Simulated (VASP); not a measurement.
# SiC8 in VASP: single point with PBE+D3(BJ)

Aim: the single point of SiC8 with PBE+D3(BJ).

All numbers are computed with VASP 6.6.1; they aren't measurements. Logs are shortened: lines on timing, memory, paths and dates and some standing lists are left out, and cuts for length are marked.

**1. The cell of the first run**

The cell holds a slab with vacuum, 9 atoms: a = 4.931 Å, b = 4.931 Å, c = 17.300 Å, α = 90.00°, β = 90.00°, γ = 120.00°.

**2. Single point, PBE+D3(BJ), collinear spin**

Contents of INCAR:

```
SYSTEM = SiC8
ALGO = Normal
DIPOL = 0.5 0.5 0.247
EDIFF = 1E-6
ENCUT = 520
GGA = PE
IDIPOL = 3
ISIF = 2
ISMEAR = 0
ISPIN = 2
IVDW = 12
LASPH = .True.
LCHARG = .True.
LDIPOL = .True.
LELF = .True.
LORBIT = 11
LREAL = .False.
LVACPOTAV = .True.
LVHAR = .True.
LWAVE = .False.
MAGMOM = 0 0 0 0 0 0 0 0 2
NBANDS = 32
NELM = 150
PREC = Accurate
SIGMA = 0.1
```

Contents of KPOINTS:

```
k-points
0
Gamma
  6 6 1
  0 0 0
```

Contents of POSCAR:

```
SiC8
1.0
    4.9313354216      0.0000000001      0.0000000000
   -2.4656677109      4.2706617497      0.0000000000
    0.0000000000      0.0000000000     17.3000330561
C Si
8 1
Direct
    0.3333333333      0.1666666667      0.2312153418
    0.3333333333      0.6666666667      0.2312153418
    0.8333333333      0.1666666667      0.2312153418
    0.8333333333      0.6666666667      0.2312153418
    0.1666666667      0.3333333333      0.2312134310
    0.1666666667      0.8333333333      0.2312134310
    0.6666666667      0.3333333333      0.2312134310
    0.6666666667      0.8333333333      0.2312134310
    0.5000000000      0.5000000000      0.3757237362
```

Potentials or basis: VASP PAW PBE potentials, release 64 (C, Si).

Run with:

```sh
cat potpaw_PBE.64/C/POTCAR potpaw_PBE.64/Si/POTCAR > POTCAR
mpirun -np 1 vasp_std > vasp.out
```

OUTCAR:

```text
SYSTEM = SiC8
   EDIFF = 1E-6
   ENCUT = 520
   GGA = PE
   ISIF = 2
   ISMEAR = 0
   ISPIN = 2
   IVDW = 12
   LASPH = .True.
   LORBIT = 11
   LREAL = .False.
   NELM = 150
   PREC = Accurate
 IVDW          = 12

 ion  position               nearest neighbor table
   1  0.333  0.167  0.231-   5 1.42   7 1.42   6 1.42
   2  0.333  0.667  0.231-   6 1.42   8 1.42   5 1.42
   3  0.833  0.167  0.231-   7 1.42   5 1.42   8 1.42
   4  0.833  0.667  0.231-   8 1.42   6 1.42   7 1.42
   5  0.167  0.333  0.231-   1 1.42   3 1.42   2 1.42
   6  0.167  0.833  0.231-   2 1.42   4 1.42   1 1.42
   7  0.667  0.333  0.231-   3 1.42   1 1.42   4 1.42
   8  0.667  0.833  0.231-   4 1.42   2 1.42   3 1.42
   9  0.500  0.500  0.376-

  LATTYP: Found a hexagonal cell.
 ALAT       =     4.9313354216
 C/A-ratio  =     3.5081842092

  Lattice vectors:

 A1 = (   4.9313354216,   0.0000000001,   0.0000000000)
 A2 = (  -2.4656677109,   4.2706617497,   0.0000000000)
 A3 = (   0.0000000000,   0.0000000000,  17.3000330561)

Analysis of symmetry for initial positions (statically):
=====================================================================
 Subroutine PRICEL returns:
 Original cell was already a primitive cell.

 Routine SETGRP: Setting up the symmetry group for a
 hexagonal supercell.

 Subroutine GETGRP returns: Found 12 space group operations
 (whereof  4 operations were pure point group operations)
 out of a pool of 24 trial point group operations.

The static configuration has the point symmetry C_2v.
 The point group associated with its full space group is C_6v.

Analysis of symmetry for dynamics (positions and initial velocities):
=====================================================================
 Subroutine PRICEL returns:
 Original cell was already a primitive cell.

 Routine SETGRP: Setting up the symmetry group for a
 hexagonal supercell.

 Subroutine GETGRP returns: Found 12 space group operations
 (whereof  4 operations were pure point group operations)
 out of a pool of 24 trial point group operations.

The dynamic configuration has the point symmetry C_2v.
 The point group associated with its full space group is C_6v.

Analysis of structural, dynamic, and magnetic symmetry:
=====================================================================
 Subroutine PRICEL returns:
[... 154 lines left out ...]
  ---------------------------------------------------
  free energy    TOTEN  =       -74.79146958 eV

  energy without entropy =      -74.76950233  energy(sigma->0) =      -74.78048596

 E-fermi :  -1.2948     XC(G=0):  -3.3866

 val. band max:       -1.3526635501   @ k =   0.1667   0.0000   0.0000
 cond. band min:      -1.2738938623   @ k =   0.3333   0.1667   0.0000
 fundamental gap:      0.0787696879
 Fermi energy:        -1.2947750860

 spin component 1

 k-point     1 :       0.0000    0.0000    0.0000
  band No.  band energies     occupation
      1     -21.7004      1.00000
      2     -16.4947      1.00000
      3     -16.4947      1.00000
      4     -16.3169      1.00000
      5     -15.4924      1.00000
      6     -15.3586      1.00000
[... 220 lines left out ...]
     29       4.3093      0.00000
     30       4.8087      0.00000
 Fermi energy:        -1.2947750860

 spin component 2

 k-point     1 :       0.0000    0.0000    0.0000
  band No.  band energies     occupation
      1     -21.6818      1.00000
      2     -16.4856      1.00000
      3     -16.4856      1.00000
      4     -16.2816      1.00000
      5     -15.4624      1.00000
      6     -15.3494      1.00000
[... 220 lines left out ...]
     29       4.7043      0.00000
     30       5.1024      0.00000
 [bands above 30 left out]

------------------------ aborting loop because EDIFF is reached ----------------------------------------

 Edisp (eV)   -1.05932

 E8    (eV) :    -0.3520

  FORCE on cell =-STRESS in cart. coord.  units (eV):
  Direction    XX          YY          ZZ          XY          YZ          ZX
  --------------------------------------------------------------------------------------
  -------------------------------------------------------------------------------------
  Total       1.09867     1.09867     0.19461    -0.00000     0.00000     0.00000
  in kB       4.83140     4.83140     0.85579    -0.00000     0.00000     0.00000
  external pressure =        3.51 kB  Pullay stress =        0.00 kB

 VOLUME and BASIS-vectors are now :
 -----------------------------------------------------------------------------
  energy-cutoff  :      520.00
  volume of cell :      364.34
      direct lattice vectors                 reciprocal lattice vectors
     4.931335422  0.000000000  0.000000000     0.202784827  0.117077874  0.000000000
    -2.465667711  4.270661750  0.000000000    -0.000000000  0.234155749  0.000000000
     0.000000000  0.000000000 17.300033056     0.000000000  0.000000000  0.057803358

 POSITION                                       TOTAL-FORCE (eV/Angst)
 -----------------------------------------------------------------------------------
      1.23283      0.71178      4.00003         0.000000     -0.285181      0.054355
     -0.00000      2.84711      4.00003        -0.246974      0.142590      0.054355
      3.69850      0.71178      4.00003        -0.000000     -0.000000     -0.254862
      2.46567      2.84711      4.00003         0.246974      0.142590      0.054355
      0.00000      1.42355      4.00000        -0.246974     -0.142590      0.054355
     -1.23283      3.55888      4.00000        -0.000000     -0.000000     -0.254862
      2.46567      1.42355      4.00000         0.246974     -0.142590      0.054355
      1.23283      3.55888      4.00000        -0.000000      0.285181      0.054355
      1.23283      2.13533      6.50003        -0.000000     -0.000000      0.183592
 -----------------------------------------------------------------------------------
    total drift:                               -0.000000     -0.000000      0.003402

  FREE ENERGIE OF THE ION-ELECTRON SYSTEM (eV)
  ---------------------------------------------------
  free  energy   TOTEN  =       -75.8507866848 eV

  energy  without entropy=      -75.8288194335  energy(sigma->0) =      -75.83980306

 vacuum level on the upper side and lower side of the slab         2.530         2.237

 total charge

# of ion       s       p       d       tot
------------------------------------------
    1        0.864   1.783   0.000   2.647
    2        0.864   1.783   0.000   2.647
    3        0.859   1.798   0.000   2.657
    4        0.864   1.783   0.000   2.647
    5        0.864   1.783   0.000   2.647
    6        0.859   1.798   0.000   2.657
    7        0.864   1.783   0.000   2.647
    8        0.864   1.783   0.000   2.647
    9        0.964   0.539   0.000   1.503
--------------------------------------------------
tot          7.865  14.833   0.000  22.699

 magnetization (x)

# of ion       s       p       d       tot
------------------------------------------
    1        0.001   0.001   0.000   0.002
    2        0.001   0.001   0.000   0.002
    3        0.001   0.018   0.000   0.020
    4        0.001   0.001   0.000   0.002
    5        0.001   0.001   0.000   0.002
    6        0.001   0.018   0.000   0.020
    7        0.001   0.001   0.000   0.002
    8        0.001   0.001   0.000   0.002
    9        0.008   0.423   0.000   0.431
--------------------------------------------------
tot          0.015   0.466   0.000   0.481
```

OSZICAR:

```text
N       E                     dE             d eps       ncg     rms          rms(c)
DAV:   1     0.269112556752E+03    0.26911E+03   -0.13394E+04   904   0.853E+02
DAV:   2    -0.364424041288E+02   -0.30555E+03   -0.27954E+03  1312   0.200E+02
[... 30 lines left out ...]
DAV:  33    -0.747930135142E+02    0.66166E-03   -0.53947E-04  1000   0.454E-02    0.890E-02
DAV:  34    -0.747923117393E+02    0.70177E-03   -0.59375E-04   960   0.476E-02    0.878E-02
DAV:  35    -0.747915059734E+02    0.80577E-03   -0.72895E-04   976   0.539E-02    0.922E-02
DAV:  36    -0.747915002611E+02    0.57123E-05   -0.36450E-05  1024   0.188E-02    0.922E-02
DAV:  37    -0.747914702526E+02    0.30009E-04   -0.16994E-06   904   0.388E-03    0.925E-02
DAV:  38    -0.747914695827E+02    0.66993E-06   -0.21163E-07   736   0.200E-03
   1 F= -.75850787E+02 E0= -.75839803E+02  d E =-.219673E-01  mag=     1.5679
```

Wall time 10 min (1 thread of Intel Xeon Platinum 8488C (Sapphire Rapids), shared host); peak memory 0.73 GiB.

What came out:

| Property | Result |
| --- | --- |
| Free energy | -75.8508 eV |
| Largest force | 0.290 eV/Å |
| Net moment | 1.60 μB per cell |
| Site moments | C +0.00, +0.02 (each value once); Si +0.43 μB |
| Valence electrons inside the program's atomic spheres | C 2.65, 2.66 (each value once); Si 1.50 |
| Dispersion energy per atom | -0.118 eV |

Forces on the atoms (eV/Å):
```
C    0.000 -0.285  0.054
C   -0.247  0.143  0.054
C    0.000  0.000 -0.255
C    0.247  0.143  0.054
C   -0.247 -0.143  0.054
C    0.000  0.000 -0.255
C    0.247 -0.143  0.054
C    0.000  0.285  0.054
Si   0.000  0.000  0.184
```

Caveat: a moment this small can come from the mesh or the smearing.
